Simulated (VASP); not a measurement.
# MoS2 (P6_3/mmc) in VASP: single point with PBE

Aim: the single point of MoS2 with PBE.

Program: VASP 6.6.1. These are calculated values, not measurements. Logs are shortened: lines on timing, memory, paths and dates and some standing lists are left out, and cuts for length are marked.

**1. The cell of the first run**

It takes space group P6_3/mmc (No. 194, hexagonal). The conventional cell has a = 3.185 Å, b = 3.185 Å, c = 14.739 Å, α = 90.00°, β = 90.00°, γ = 120.00°. Mo (site symmetry -6m2) has 6 S at 2.41 Å and 6 Mo at 3.19 Å within 3.2 Å. Within 3.2 Å of S (site symmetry 3m) lie 3 Mo at 2.41 Å and 7 S at 3.12 to 3.19 Å.

**2. Single point, PBE**

Contents of POSCAR:

```
MoS2
1.0
    3.1853101176      0.0000000000      0.0000000000
   -1.5926550588      2.7585594808      0.0000000000
    0.0000000000      0.0000000000     14.7393137561
Mo S
2 4
Direct
    0.3333333333      0.6666666667      0.2500000000
    0.6666666667      0.3333333333      0.7500000000
    0.3333333333      0.6666666667      0.6440064111
    0.6666666667      0.3333333333      0.1440064111
    0.3333333333      0.6666666667      0.8559935889
    0.6666666667      0.3333333333      0.3559935889
```

Contents of INCAR.step1:

```
SYSTEM = MoS2
  PREC = Accurate
  ENCUT = 520
  EDIFF = 1E-6
  ISMEAR = 0
  SIGMA = 0.02
  LREAL = .False.
  LASPH = .True.
  NELM = 60
  ALGO = Normal
  ISIF = 2
  LWAVE = .False.
  LCHARG = .True.
  LMAXMIX = 4
  GGA = PE
  NBANDS = 35
```

Contents of KPOINTS.step1:

```
Automatic mesh
0
Gamma
  12 12 2
  0 0 0
```

Contents of INCAR.step2:

```
SYSTEM = MoS2
  PREC = Accurate
  ENCUT = 520
  EDIFF = 1E-6
  ISMEAR = -5
  SIGMA = 0.02
  LREAL = .False.
  LASPH = .True.
  NELM = 60
  ALGO = Normal
  ISIF = 2
  LWAVE = .False.
  LCHARG = .False.
  LMAXMIX = 4
  GGA = PE
  LORBIT = 11
  NEDOS = 2001
  ICHARG = 11
```

Contents of KPOINTS.step2:

```
Automatic mesh
0
Gamma
  18 18 3
  0 0 0
```

Potentials or basis: VASP PAW PBE potentials, release 64 (Mo_sv, S).

Launch:

```
> cat potpaw_PBE.64/Mo_sv/POTCAR potpaw_PBE.64/S/POTCAR > POTCAR
> cp INCAR.step1 INCAR
> cp KPOINTS.step1 KPOINTS
> mpirun -np 1 vasp_std > vasp.out
> cp INCAR.step2 INCAR
> cp KPOINTS.step2 KPOINTS
> mpirun -np 1 vasp_std > vasp.out
```

OUTCAR:

```text
SYSTEM = MoS2
   PREC = Accurate
   ENCUT = 520
   EDIFF = 1E-6
   ISMEAR = -5
   LREAL = .False.
   LASPH = .True.
   NELM = 60
   ISIF = 2
   GGA = PE
   LORBIT = 11
   ICHARG = 11

 ion  position               nearest neighbor table
   1  0.333  0.667  0.250-   4 2.41   6 2.41   4 2.41   6 2.41   4 2.41   6 2.41
   2  0.667  0.333  0.750-   3 2.41   5 2.41   3 2.41   5 2.41   3 2.41   5 2.41
   3  0.333  0.667  0.644-   2 2.41   2 2.41   2 2.41
   4  0.667  0.333  0.144-   1 2.41   1 2.41   1 2.41
   5  0.333  0.667  0.856-   2 2.41   2 2.41   2 2.41
   6  0.667  0.333  0.356-   1 2.41   1 2.41   1 2.41

  LATTYP: Found a hexagonal cell.
 ALAT       =     3.1853101176
 C/A-ratio  =     4.6272774744

  Lattice vectors:

 A1 = (   3.1853101176,   0.0000000000,   0.0000000000)
 A2 = (  -1.5926550588,   2.7585594808,   0.0000000000)
 A3 = (   0.0000000000,   0.0000000000,  14.7393137561)

Analysis of symmetry for initial positions (statically):
=====================================================================
 Subroutine PRICEL returns:
 Original cell was already a primitive cell.

 Routine SETGRP: Setting up the symmetry group for a
 hexagonal supercell.

 Subroutine GETGRP returns: Found 24 space group operations
 (whereof 12 operations were pure point group operations)
 out of a pool of 24 trial point group operations.

The static configuration has the point symmetry D_3d.
 The point group associated with its full space group is D_6h.

Analysis of symmetry for dynamics (positions and initial velocities):
=====================================================================
 Subroutine PRICEL returns:
 Original cell was already a primitive cell.

 Routine SETGRP: Setting up the symmetry group for a
 hexagonal supercell.

 Subroutine GETGRP returns: Found 24 space group operations
 (whereof 12 operations were pure point group operations)
 out of a pool of 24 trial point group operations.

The dynamic configuration has the point symmetry D_3d.
 The point group associated with its full space group is D_6h.

 Subroutine INISYM returns: Found 24 space group operations
 (whereof 12 operations are pure point group operations),
 and found     1 'primitive' translations

----------------------------------------------------------------------------------------

                                     Primitive cell

  volume of cell :     129.5124

  direct lattice vectors                    reciprocal lattice vectors
     3.185310118  0.000000000  0.000000000     0.313941175  0.181254022  0.000000000
    -1.592655059  2.758559481  0.000000000     0.000000000  0.362508043  0.000000000
     0.000000000  0.000000000 14.739313756     0.000000000  0.000000000  0.067845764

  length of vectors
     3.185310118  3.185310118 14.739313756     0.362508043  0.362508043  0.067845764

  position of ions in fractional coordinates (direct lattice)
     0.333333333  0.666666667  0.250000000
     0.666666667  0.333333333  0.750000000
     0.333333333  0.666666667  0.644006411
     0.666666667  0.333333333  0.144006411
     0.333333333  0.666666667  0.855993589
     0.666666667  0.333333333  0.355993589

  ion indices of the primitive-cell ions
   primitive index   ion index
                 1           1
                 2           2
                 3           3
                 4           4
                 5           5
                 6           6

----------------------------------------------------------------------------------------

 KPOINTS: Automatic mesh

Automatic generation of k-mesh.
 Grid dimensions read from file:
 generate k-points for:   18   18    3

 Generating k-lattice:

  Cartesian coordinates                     Fractional coordinates (reciprocal lattice)
     0.017441176  0.010069668  0.000000000     0.055555556  0.000000000  0.000000000
     0.000000000  0.020139336  0.000000000     0.000000000  0.055555556  0.000000000
     0.000000000  0.000000000  0.022615255     0.000000000  0.000000000  0.333333333

  Length of vectors
     0.020139336  0.020139336  0.022615255

  Shift w.r.t. Gamma in fractional coordinates (k-lattice)
     0.000000000  0.000000000  0.000000000

 TETIRR: Found    828 inequivalent tetrahedra from     5832

 Subroutine IBZKPT returns following result:
 ===========================================

 Found     74 irreducible k-points:

 Following reciprocal coordinates:
            Coordinates               Weight
  0.000000  0.000000  0.000000      1.000000
  0.055556  0.000000  0.000000      6.000000
  0.111111  0.000000  0.000000      6.000000
  0.166667  0.000000  0.000000      6.000000
  0.222222  0.000000  0.000000      6.000000
  0.277778  0.000000  0.000000      6.000000
[... 16 lines left out ...]
  0.333333  0.111111  0.000000     12.000000
  0.388889  0.111111  0.000000     12.000000
 [... further k-points ...]
   k-points           NKPTS =     74   k-points in BZ     NKDIM =     74   number of bands    NBANDS=     31
   number of dos      NEDOS =   2001   number of ions     NIONS =      6
   total plane-waves  NPLWV =  64512
   dimension x,y,z NGX =    24 NGY =   24 NGZ =  112
   dimension x,y,z NGXF=    48 NGYF=   48 NGZF=  224
   ions per type =               2   4
   NGX,Y,Z   is equivalent  to a cutoff of  12.53, 12.53, 12.63 a.u.
   NGXF,Y,Z  is equivalent  to a cutoff of  25.05, 25.05, 25.27 a.u.
 SYSTEM =  MoS2
   PREC   = accura    normal or accurate (medium, high low for compatibility)
   ISTART =      0    job   : 0-new  1-cont  2-samecut
   ICHARG =     11    charge: 1-file 2-atom 10-const
   ISPIN  =      1    spin polarized calculation?
   LNONCOLLINEAR =      F non collinear calculations
   LSORBIT =      F    spin-orbit coupling
   LASPH  =      T    aspherical Exc in radial PAW
   ENCUT  =  520.0 eV  38.22 Ry    6.18 a.u.   5.92  5.92 27.41*2*pi/ulx,y,z
   NELM   =     60;   NELMIN=  2; NELMDL=  0     # of ELM steps
   EDIFF  = 0.1E-05   stopping-criterion for ELM
   LREAL  =      F    real-space projection
   EDIFFG = 0.1E-04   stopping-criterion for IOM
   NSW    =      0    number of steps for IOM
   IBRION =     -1    ionic relax: 0-MD 1-quasi-New 2-CG
   NFREE  =      0    steps in history (QN), initial steepest desc. (CG)
   ISIF   =      2    stress and relaxation
   ISYM   =      2    0-nonsym 1-usesym 2-fastsym
   POTIM  = 0.5000    time-step for ionic-motion
   TEBEG  =    0.0;   TEEND  =   0.0 temperature during run
   PSTRESS=    0.0 pullay stress
   NELECT =      52.0000    total number of electrons
   NUPDOWN=      -1.0000    fix difference up-down
   EMIN   =  10.00;   EMAX   =-10.00  energy-range for DOS
   EFERMI =   0.00;   METHOD = LEGACY
   ISMEAR =    -5;   SIGMA  =   0.02  broadening in eV -4-tet -1-fermi 0-gaus
   EFERMI_NEDOS =   21; number of points for ismear=-14 and -15
   IALGO  =     38    algorithm
   IMIX   =      4    mixing-type and parameters
     AMIX     =   0.40;   BMIX     =  1.00
     AMIX_MAG =   1.60;   BMIX_MAG =  1.00
  volume/ion in A,a.u.               =      21.59       145.67
  Fermi-wavevector in a.u.,A,eV,Ry     =   1.207736  2.282291 19.845829  1.458627
  Thomas-Fermi vector in A             =   2.343365
   LORBIT       =     11    0 simple, 1 ext, 2 COOP (PROOUT), +10 PAW based schemes
   GGA     = PE    functional components
   LHFCALC =     F    Hartree Fock is set to
   AEXX    =    0.0000 exact exchange contribution
   IVDW    =     0    specifies the selected vdW correction
   LEPSILON=     F    determine dielectric tensor
   LRPA    =     F    only Hartree local field effects (RPA)
 non-spin polarized calculation
 Fermi weights with tetrahedron method with Bloechl corrections
  energy-cutoff  :      520.00
  volume of cell :      129.51
 maximum number of plane-waves:      3522
 NGX is ok and might be reduce to    24

 number of electron      51.9999999 magnetization

 Free energy of the ion-electron system (eV)
  ---------------------------------------------------
  ext. energy  EPLUGINS =         0.00000000
  ---------------------------------------------------
  free energy    TOTEN  =       -43.71545992 eV

  energy without entropy =      -43.71545992  energy(sigma->0) =      -43.71545992

 E-fermi :   4.8484     XC(G=0):  -9.4724

 val. band max:        4.8436042413   @ k =   0.0000   0.0000   0.0000
 cond. band min:       6.2925040311   @ k =   0.3333   0.3333   0.0000
 fundamental gap:      1.4488997898
 Fermi energy:         4.8484197786

 k-point     1 :       0.0000    0.0000    0.0000
  band No.  band energies     occupation
      1     -56.2390      2.00000
      2     -56.2390      2.00000
      3     -30.3766      2.00000
      4     -30.3766      2.00000
      5     -30.1751      2.00000
      6     -30.1751      2.00000
[... 23 lines left out ...]
     30       7.3917      0.00000
     31       7.6337      0.00000

 k-point     2 :       0.0556    0.0000    0.0000
  band No.  band energies     occupation
      1     -56.2379      2.00000
      2     -56.2379      2.00000
      3     -30.3744      2.00000
      4     -30.3744      2.00000
      5     -30.1865      2.00000
      6     -30.1865      2.00000
[... 23 lines left out ...]
     30       7.4892      0.00000
     31       7.5316      0.00000

 k-point     3 :       0.1111    0.0000    0.0000
  band No.  band energies     occupation
      1     -56.2347      2.00000
      2     -56.2347      2.00000
      3     -30.3680      2.00000
      4     -30.3680      2.00000
      5     -30.2191      2.00000
      6     -30.2191      2.00000
[... 703 lines left out ...]
     30       7.2531      0.00000
     31       7.9747      0.00000

 k-point    24 :       0.3889    0.1111    0.0000
  band No.  band energies     occupation
      1     -56.2021      2.00000
      2     -56.2020      2.00000
      3     -30.5189      2.00000
      4     -30.5189      2.00000
      5     -30.3028      2.00000
      6     -30.3028      2.00000
[... 23 lines left out ...]
     30       7.4271      0.00000
     31       8.2697      0.00000

 [... further k-points ...]

------------------------ aborting loop because EDIFF is reached ----------------------------------------

  FORCE on cell =-STRESS in cart. coord.  units (eV):
  Direction    XX          YY          ZZ          XY          YZ          ZX
  --------------------------------------------------------------------------------------
  -------------------------------------------------------------------------------------
  Total       -0.0778297     -0.0778297     -0.0969682      0.0000000      0.0000000      0.0000000
  in kB       -0.9628188     -0.9628188     -1.1995782      0.0000000      0.0000000      0.0000000
  external PRESSURE =      -1.0417386 kB  Pullay stress =       0.0000000 kB

 VOLUME and BASIS-vectors are now :
 -----------------------------------------------------------------------------
  energy-cutoff  :      520.00
  volume of cell :      129.51
      direct lattice vectors                 reciprocal lattice vectors
     3.185310118  0.000000000  0.000000000     0.313941175  0.181254022  0.000000000
    -1.592655059  2.758559481  0.000000000     0.000000000  0.362508043  0.000000000
     0.000000000  0.000000000 14.739313756     0.000000000  0.000000000  0.067845764

 POSITION                                       TOTAL-FORCE (eV/Angst)
 -----------------------------------------------------------------------------------
     -0.00000      1.83904      3.68483         0.000000      0.000000      0.000000
      1.59266      0.91952     11.05449        -0.000000     -0.000000      0.000000
     -0.00000      1.83904      9.49221        -0.000000      0.000000      0.006826
      1.59266      0.91952      2.12256         0.000000     -0.000000      0.006826
     -0.00000      1.83904     12.61676        -0.000000      0.000000     -0.006826
      1.59266      0.91952      5.24710         0.000000      0.000000     -0.006826
 -----------------------------------------------------------------------------------
    total drift:                               -0.000000      0.000000     -0.000000

  FREE ENERGIE OF THE ION-ELECTRON SYSTEM (eV)
  ---------------------------------------------------
  free  energy   TOTEN  =       -43.7154599203 eV

  energy  without entropy=      -43.7154599203  energy(sigma->0) =      -43.71545992

 total charge

# of ion       s       p       d       tot
------------------------------------------
    1        2.288   6.216   3.928  12.432
    2        2.288   6.216   3.928  12.432
    3        1.363   2.337   0.000   3.700
    4        1.363   2.337   0.000   3.700
    5        1.363   2.337   0.000   3.700
    6        1.363   2.337   0.000   3.700
--------------------------------------------------
tot         10.028  21.780   7.856  39.664
```

It took 2.5 min on 1 thread of Intel Xeon 6975P-C (Granite Rapids), shared host; peak memory 0.39 GiB.

What came out:

```
Valence electrons inside the program's atomic spheres : Mo 12.43; S 3.70
```

Caveat: this functional lacks dispersion, which binds layers or chains, so the pressure and a relaxed spacing across them are unreliable.
